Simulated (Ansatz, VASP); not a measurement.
## One calculation of Ga, two programs

The input INCAR:

```
PREC = Accurate
ENCUT = 520
EDIFF = 1E-6
ISMEAR = -1
SIGMA = 0.05
LREAL = F
LASPH = T
NELM = 100
ALGO = Fast
ISIF = 2
LWAVE = F
LCHARG = F
GGA = CA
NBANDS = 20
```

File KPOINTS:

```
Automatic mesh
0
Gamma
  10 10 8
```

File POSCAR:

```
Ga
1.0
    1.4596029289     -4.0919213144      0.0000000000
    1.4596029289      4.0919213144      0.0000000000
    0.0000000000      0.0000000000      3.1909939893
Ga
2
Direct
    0.1330000000      0.8670000000      0.7500000000
    0.8670000000      0.1330000000      0.2500000000
```

input.yaml

```yaml
crystal:
  lattice:
    - [1.4596029289, -4.0919213144, 0.0]
    - [1.4596029289, 4.0919213144, 0.0]
    - [0.0, 0.0, 3.1909939893]
  atoms:
    - { symbol: Ga, position: [0.133, 0.867, 0.75] }
    - { symbol: Ga, position: [0.867, 0.133, 0.25] }
hamiltonian:
  xc: lda
  pseudopotentials: { kind: paw }
kpoints:
  mp_grid: { grid: [10, 10, 8] }
scf:
  occupations: { method: fermi_dirac, width: 0.05 }
output:
  forces: true
  stress: true
  eigenvalues: true
  write_density: true
  write_potential: true
  elf: true
  volumetric_format: npy
```

Alike in both runs: task single point; functional LDA; k mesh 10 × 10 × 8; occupations fermi-dirac, width 0.05 eV; no spin polarisation.

|  | VASP | Ansatz |
| --- | --- | --- |
| version | VASP 6.6.1 | Ansatz 0.2.0 |
| potentials or method | VASP PAW LDA potentials, release 64 (Ga_d) | Ansatz PAW |
| plane-wave cutoff (eV) | 520 | 420 |
| valence electrons in the cell | 26 | 26 |

|  | VASP | Ansatz | Ansatz less VASP |
| --- | --- | --- | --- |
| gap on the k mesh at the Fermi level (eV) | none | none | - |
| pressure (GPa) | -4.8 | -4.9 | -0.10 |
| traceless stress, the component that is largest in VASP (GPa) | 1.19 | 1.16 | -0.029 |
| rms of the force components (eV/Å) | 0.112 | 0.110 | -0.0018 |

LDA's correlation is that of Perdew and Zunger in VASP and of Perdew and Wang (1992) in Ansatz. Atom by atom the forces differ by 0.002 eV/Å (rms over components). A gap of «none» marks a metal or a gap that the smearing closes.
